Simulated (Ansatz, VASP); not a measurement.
# Two plane-wave programs on GaSb

Contents of INCAR:

```
ALGO = Normal
EDIFF = 1E-7
ENCUT = 520
GGA = PE
ISIF = 2
ISMEAR = 0
LASPH = T
LCHARG = F
LREAL = F
LWAVE = F
NBANDS = 16
NELM = 60
PREC = Accurate
SIGMA = 0.15
```

File KPOINTS:

```
k-points
0
Gamma
  16 16 16
```

The input POSCAR:

```
GaSb
1.0
   -2.8950000000      2.8950000000      1.4546500000
    2.8950000000     -2.8950000000      1.4546500000
    2.8950000000      2.8950000000     -1.4546500000
Ga Sb
1 1
Direct
    0.2500000000      0.7500000000      0.5000000000
    0.0000000000      0.0000000000      0.0000000000
```

Input for Ansatz:

```yaml
crystal:
  lattice:
    - [-2.895, 2.895, 1.45465]
    - [2.895, -2.895, 1.45465]
    - [2.895, 2.895, -1.45465]
  atoms:
    - { symbol: Ga, position: [0.25, 0.75, 0.5] }
    - { symbol: Sb, position: [0.0, 0.0, 0.0] }
basis:
  ecutwfc: 420
kpoints:
  mp_grid: { grid: [16, 16, 16] }
hamiltonian:
  xc: pbe
  pseudopotentials: { kind: paw, azcp: { folder: soft_1 } }
scf:
  occupations: { method: gaussian, width: 0.15 }
output:
  forces: true
  stress: true
  eigenvalues: true
```

Alike in both runs: task single point; functional PBE; k mesh 16 × 16 × 16; occupations gaussian, width 0.15 eV; no spin polarisation.

```csv
,VASP,Ansatz
version,VASP 6.6.1,Ansatz 0.2.0
potentials or method,"VASP PAW PBE potentials, release 64 (Ga_d, Sb), cutoff 520 eV","scalar-relativistic, plane waves, PAW"
valence electrons in the cell,18,28
```

```csv
,VASP,Ansatz,Ansatz less VASP
gap on the k mesh at the Fermi level (eV),none,none,-
pressure (GPa),0.4,0.4,-0.03
"traceless stress, the component that is largest in VASP (GPa)",5.75,5.73,-0.019
```

A gap of «none» marks a metal or a gap that the smearing closes. VASP's potentials hold 18 valence electrons a cell and Ansatz's 28, so a difference there can come from the potentials and not from the codes.

Neither program's run includes spin-orbit coupling.
